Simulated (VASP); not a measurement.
# WS2 (R3m) in VASP: notebook

The runs below take WS2 through single point, with PBE, r2SCAN.

All numbers are computed with VASP 6.6.1; they aren't measurements. Logs are shortened: lines on timing, memory, paths and dates and some standing lists are left out, and cuts for length are marked.

**1. The cell of the first run**

Symmetry: R3m, No. 160, trigonal system. Conventional cell: a = 3.172 Å, b = 3.172 Å, c = 18.712 Å, α = 90.00°, β = 90.00°, γ = 120.00°. W (site symmetry 3m) has 6 S at 2.41 Å and 6 W at 3.17 Å within 3.2 Å. S (site symmetry 3m) has 3 W at 2.41 Å and 7 S at 3.12 to 3.17 Å within 3.2 Å. Within 3.2 Å of S (site symmetry 3m) lie 3 W at 2.41 Å and 7 S at 3.12 to 3.17 Å.

**2. Single point, PBE**

Input file INCAR:

```
SYSTEM = WS2
PREC = Accurate ; ENCUT = 520
EDIFF = 1E-6 ; ISMEAR = 0
SIGMA = 0.01 ; LREAL = .False.
LASPH = .True. ; NELM = 100
ALGO = Normal ; ISIF = 2
LWAVE = .False. ; LCHARG = .False.
GGA = PE ; NBANDS = 20
```

Input file KPOINTS:

```
Automatic mesh
0
Gamma
  8 8 8
  0 0 0
```

Input file POSCAR:

```
WS2
1.0
    1.5858866948      0.9156121101      6.2374697496
   -1.5858866948      0.9156121101      6.2374697496
    0.0000000000     -1.8312242203      6.2374697496
W S
1 2
Direct
   -0.0000115685     -0.0000115685     -0.0000115685
    0.4167981689      0.4167981689      0.4167981689
    0.2498800663      0.2498800663      0.2498800663
```

Potentials or basis: VASP PAW PBE potentials, release 64 (W_sv, S).

The run is started by

```sh
cat potpaw_PBE.64/W_sv/POTCAR potpaw_PBE.64/S/POTCAR > POTCAR
mpirun -np 1 vasp_std > vasp.out
```

OUTCAR:

```text
SYSTEM = WS2
   PREC = Accurate
   ENCUT = 520
   EDIFF = 1E-6
   ISMEAR = 0
   LREAL = .False.
   LASPH = .True.
   NELM = 100
   ISIF = 2
   GGA = PE

 ion  position               nearest neighbor table
   1  1.000  1.000  1.000-   3 2.41   3 2.41   3 2.41   2 2.41   2 2.41   2 2.41
   2  0.417  0.417  0.417-   1 2.41   1 2.41   1 2.41
   3  0.250  0.250  0.250-   1 2.41   1 2.41   1 2.41

  LATTYP: Found a trigonal (rhomboedric) cell.
 ALAT       =     6.5007238845
 COS(alpha) =     0.8809715257

  Lattice vectors:

 A1 = (   1.5858866948,   0.9156121101,   6.2374697496)
 A2 = (  -1.5858866948,   0.9156121101,   6.2374697496)
 A3 = (   0.0000000000,  -1.8312242203,   6.2374697496)

Analysis of symmetry for initial positions (statically):
=====================================================================
 Subroutine PRICEL returns:
 Original cell was already a primitive cell.

 Routine SETGRP: Setting up the symmetry group for a
 trigonal (rhombohedral) supercell.

 Subroutine GETGRP returns: Found  6 space group operations
 (whereof  6 operations were pure point group operations)
 out of a pool of 12 trial point group operations.

The static configuration has the point symmetry C_3v.

Analysis of symmetry for dynamics (positions and initial velocities):
=====================================================================
 Subroutine PRICEL returns:
 Original cell was already a primitive cell.

 Routine SETGRP: Setting up the symmetry group for a
 trigonal (rhombohedral) supercell.

 Subroutine GETGRP returns: Found  6 space group operations
 (whereof  6 operations were pure point group operations)
 out of a pool of 12 trial point group operations.

The dynamic configuration has the point symmetry C_3v.

 Subroutine INISYM returns: Found  6 space group operations
 (whereof  6 operations are pure point group operations),
 and found     1 'primitive' translations

----------------------------------------------------------------------------------------

                                     Primitive cell

  volume of cell :      54.3430

  direct lattice vectors                    reciprocal lattice vectors
     1.585886695  0.915612110  6.237469750     0.315281036  0.182027591  0.053440473
    -1.585886695  0.915612110  6.237469750    -0.315281036  0.182027591  0.053440473
     0.000000000 -1.831224220  6.237469750     0.000000000 -0.364055182  0.053440473

  length of vectors
     6.500723884  6.500723884  6.500723884     0.367956600  0.367956600  0.367956600

  position of ions in fractional coordinates (direct lattice)
     0.999988432  0.999988432  0.999988432
     0.416798169  0.416798169  0.416798169
     0.249880066  0.249880066  0.249880066

  ion indices of the primitive-cell ions
   primitive index   ion index
                 1           1
                 2           2
                 3           3

----------------------------------------------------------------------------------------

 KPOINTS: Automatic mesh

Automatic generation of k-mesh.
 Grid dimensions read from file:
 generate k-points for:    8    8    8

 Generating k-lattice:

  Cartesian coordinates                     Fractional coordinates (reciprocal lattice)
     0.039410129  0.022753449  0.006680059     0.125000000 -0.000000000  0.000000000
    -0.039410129  0.022753449  0.006680059    -0.000000000  0.125000000  0.000000000
     0.000000000 -0.045506898  0.006680059     0.000000000  0.000000000  0.125000000

  Length of vectors
     0.045994575  0.045994575  0.045994575

  Shift w.r.t. Gamma in fractional coordinates (k-lattice)
     0.000000000  0.000000000  0.000000000

 Subroutine IBZKPT returns following result:
 ===========================================

 Found     65 irreducible k-points:

 Following reciprocal coordinates:
            Coordinates               Weight
  0.000000  0.000000  0.000000      1.000000
  0.125000 -0.000000 -0.000000      6.000000
  0.250000 -0.000000 -0.000000      6.000000
  0.375000 -0.000000 -0.000000      6.000000
  0.500000 -0.000000 -0.000000      3.000000
  0.125000  0.125000 -0.000000      6.000000
[... 16 lines left out ...]
  0.250000  0.125000  0.125000      6.000000
  0.375000  0.125000  0.125000      6.000000
 [... further k-points ...]
   k-points           NKPTS =     65   k-points in BZ     NKDIM =     65   number of bands    NBANDS=     20
   number of dos      NEDOS =    301   number of ions     NIONS =      3
   total plane-waves  NPLWV = 110592
   dimension x,y,z NGX =    48 NGY =   48 NGZ =   48
   dimension x,y,z NGXF=    96 NGYF=   96 NGZF=   96
   ions per type =               1   2
   NGX,Y,Z   is equivalent  to a cutoff of  12.28, 12.28, 12.28 a.u.
   NGXF,Y,Z  is equivalent  to a cutoff of  24.55, 24.55, 24.55 a.u.
 SYSTEM =  WS2
   PREC   = accura    normal or accurate (medium, high low for compatibility)
   ISTART =      0    job   : 0-new  1-cont  2-samecut
   ICHARG =      2    charge: 1-file 2-atom 10-const
   ISPIN  =      1    spin polarized calculation?
   LNONCOLLINEAR =      F non collinear calculations
   LSORBIT =      F    spin-orbit coupling
   LASPH  =      T    aspherical Exc in radial PAW
   ENCUT  =  520.0 eV  38.22 Ry    6.18 a.u.  12.09 12.09 12.09*2*pi/ulx,y,z
   NELM   =    100;   NELMIN=  2; NELMDL= -5     # of ELM steps
   EDIFF  = 0.1E-05   stopping-criterion for ELM
   LREAL  =      F    real-space projection
   EDIFFG = 0.1E-04   stopping-criterion for IOM
   NSW    =      0    number of steps for IOM
   IBRION =     -1    ionic relax: 0-MD 1-quasi-New 2-CG
   NFREE  =      0    steps in history (QN), initial steepest desc. (CG)
   ISIF   =      2    stress and relaxation
   ISYM   =      2    0-nonsym 1-usesym 2-fastsym
   POTIM  = 0.5000    time-step for ionic-motion
   TEBEG  =    0.0;   TEEND  =   0.0 temperature during run
   PSTRESS=    0.0 pullay stress
   NELECT =      26.0000    total number of electrons
   NUPDOWN=      -1.0000    fix difference up-down
   EMIN   =  10.00;   EMAX   =-10.00  energy-range for DOS
   EFERMI =   0.00;   METHOD = LEGACY
   ISMEAR =     0;   SIGMA  =   0.01  broadening in eV -4-tet -1-fermi 0-gaus
   EFERMI_NEDOS =   21; number of points for ismear=-14 and -15
   IALGO  =     38    algorithm
   IMIX   =      4    mixing-type and parameters
     AMIX     =   0.40;   BMIX     =  1.00
     AMIX_MAG =   1.60;   BMIX_MAG =  1.00
  volume/ion in A,a.u.               =      18.11       122.24
  Fermi-wavevector in a.u.,A,eV,Ry     =   1.280417  2.419638 22.306318  1.639468
  Thomas-Fermi vector in A             =   2.412846
   LORBIT       =      0    0 simple, 1 ext, 2 COOP (PROOUT), +10 PAW based schemes
   GGA     = PE    functional components
   LHFCALC =     F    Hartree Fock is set to
   AEXX    =    0.0000 exact exchange contribution
   IVDW    =     0    specifies the selected vdW correction
   LEPSILON=     F    determine dielectric tensor
   LRPA    =     F    only Hartree local field effects (RPA)
 non-spin polarized calculation
 Gauss-broadening in eV      SIGMA  =   0.01
  energy-cutoff  :      520.00
  volume of cell :       54.34
 maximum number of plane-waves:      1476
   NGX = 25   NGY = 25   NGZ = 25

 number of electron      26.0000002 magnetization

 Free energy of the ion-electron system (eV)
  ---------------------------------------------------
  ext. energy  EPLUGINS =         0.00000000
  ---------------------------------------------------
  free energy    TOTEN  =       -23.63247235 eV

  energy without entropy =      -23.63247235  energy(sigma->0) =      -23.63247235

 E-fermi :   7.5162     XC(G=0): -10.8101

 val. band max:        7.2209573750   @ k =   0.5000   0.5000   0.5000
 cond. band min:       8.4580060418   @ k =  -0.2500   0.1250   0.0000
 fundamental gap:      1.2370486667
 Fermi energy:         7.5162472761

 k-point     1 :       0.0000    0.0000    0.0000
  band No.  band energies     occupation
      1     -67.4145      2.00000
      2     -31.6631      2.00000
      3     -31.5040      2.00000
      4     -31.5040      2.00000
      5      -8.3488      2.00000
      6      -6.4095      2.00000
[... 12 lines left out ...]
     19      15.0755      0.00000
     20      15.5336      0.00000

 k-point     2 :       0.1250   -0.0000   -0.0000
  band No.  band energies     occupation
      1     -67.4119      2.00000
      2     -31.6538      2.00000
      3     -31.5557      2.00000
      4     -31.5160      2.00000
      5      -8.0886      2.00000
      6      -6.3336      2.00000
[... 12 lines left out ...]
     19      15.6057      0.00000
     20      16.0242      0.00000

 k-point     3 :       0.2500   -0.0000   -0.0000
  band No.  band energies     occupation
      1     -67.4057      2.00000
      2     -31.6788      2.00000
      3     -31.6312      2.00000
      4     -31.5449      2.00000
      5      -7.3957      2.00000
      6      -6.1326      2.00000
[... 12 lines left out ...]
     19      15.4429      0.00000
     20      15.8562      0.00000

 k-point     4 :       0.3750   -0.0000   -0.0000
  band No.  band energies     occupation
      1     -67.3995      2.00000
      2     -31.7992      2.00000
      3     -31.6084      2.00000
      4     -31.5736      2.00000
      5      -6.5584      2.00000
      6      -5.9012      2.00000
[... 12 lines left out ...]
     19      14.1806      0.00000
     20      14.7680      0.00000

 k-point     5 :       0.5000   -0.0000   -0.0000
  band No.  band energies     occupation
      1     -67.3969      2.00000
      2     -31.8484      2.00000
      3     -31.5990      2.00000
      4     -31.5855      2.00000
      5      -6.1356      2.00000
      6      -5.7969      2.00000
[... 12 lines left out ...]
     19      13.8499      0.00000
     20      14.5075      0.00000
[... 353 lines left out ...]
      6      -5.8877      2.00000
[... 12 lines left out ...]
     19      14.0996      0.00000
     20      15.3530      0.00000

 k-point    22 :       0.1250    0.1250    0.1250
  band No.  band energies     occupation
      1     -67.4145      2.00000
      2     -31.6631      2.00000
      3     -31.5040      2.00000
      4     -31.5040      2.00000
      5      -8.3248      2.00000
      6      -6.4609      2.00000
[... 12 lines left out ...]
     19      15.1327      0.00000
     20      15.6591      0.00000

 k-point    23 :       0.2500    0.1250    0.1250
  band No.  band energies     occupation
      1     -67.4119      2.00000
      2     -31.6538      2.00000
      3     -31.5557      2.00000
      4     -31.5160      2.00000
      5      -8.0503      2.00000
      6      -6.4088      2.00000
[... 12 lines left out ...]
     19      15.7044      0.00000
     20      16.0757      0.00000

 k-point    24 :       0.3750    0.1250    0.1250
  band No.  band energies     occupation
      1     -67.4057      2.00000
      2     -31.6788      2.00000
      3     -31.6312      2.00000
      4     -31.5449      2.00000
      5      -7.3490      2.00000
      6      -6.2071      2.00000
[... 12 lines left out ...]
     19      15.5622      0.00000
     20      15.8086      0.00000

 [... further k-points ...]

------------------------ aborting loop because EDIFF is reached ----------------------------------------

  FORCE on cell =-STRESS in cart. coord.  units (eV):
  Direction    XX          YY          ZZ          XY          YZ          ZX
  --------------------------------------------------------------------------------------
  -------------------------------------------------------------------------------------
  Total        0.9431186      0.9431186      1.4002477      0.0000000     -0.0000000     -0.0000000
  in kB       27.8056792     27.8056792     41.2830786      0.0000000     -0.0000000     -0.0000000
  external PRESSURE =      32.2981457 kB  Pullay stress =       0.0000000 kB

 VOLUME and BASIS-vectors are now :
 -----------------------------------------------------------------------------
  energy-cutoff  :      520.00
  volume of cell :       54.34
      direct lattice vectors                 reciprocal lattice vectors
     1.585886695  0.915612110  6.237469750     0.315281036  0.182027591  0.053440473
    -1.585886695  0.915612110  6.237469750    -0.315281036  0.182027591  0.053440473
     0.000000000 -1.831224220  6.237469750     0.000000000 -0.364055182  0.053440473

 POSITION                                       TOTAL-FORCE (eV/Angst)
 -----------------------------------------------------------------------------------
      0.00000     -0.00000     18.71219         0.000000     -0.000000      0.001549
      0.00000     -0.00000      7.79930         0.000000     -0.000000      0.195714
      0.00000     -0.00000      4.67586         0.000000      0.000000     -0.197264
 -----------------------------------------------------------------------------------
    total drift:                                0.000000     -0.000000     -0.000016

  FREE ENERGIE OF THE ION-ELECTRON SYSTEM (eV)
  ---------------------------------------------------
  free  energy   TOTEN  =       -23.6324723480 eV

  energy  without entropy=      -23.6324723480  energy(sigma->0) =      -23.63247235
```

Run time: 6 min. Hardware: 1 thread of Intel Xeon 8259CL, shared host; peak memory 0.34 GiB.

What came out:

* Free energy: -23.6325 eV
* Pressure: 3.2 GPa
* Largest force: 0.197 eV/Å
* Band gap on the k mesh: 1.24 eV (least direct gap 2.26 eV)

Forces in eV/Å, atoms in the order of the input:
```
W    0.000  0.000  0.002
S    0.000  0.000  0.196
S    0.000  0.000 -0.197
```

Caveat: the cell stands under pressure; spin-orbit coupling is left out, which moves the levels of the heavy elements. A k mesh can miss the band edges.

(Part 1 of 2 ends here.)
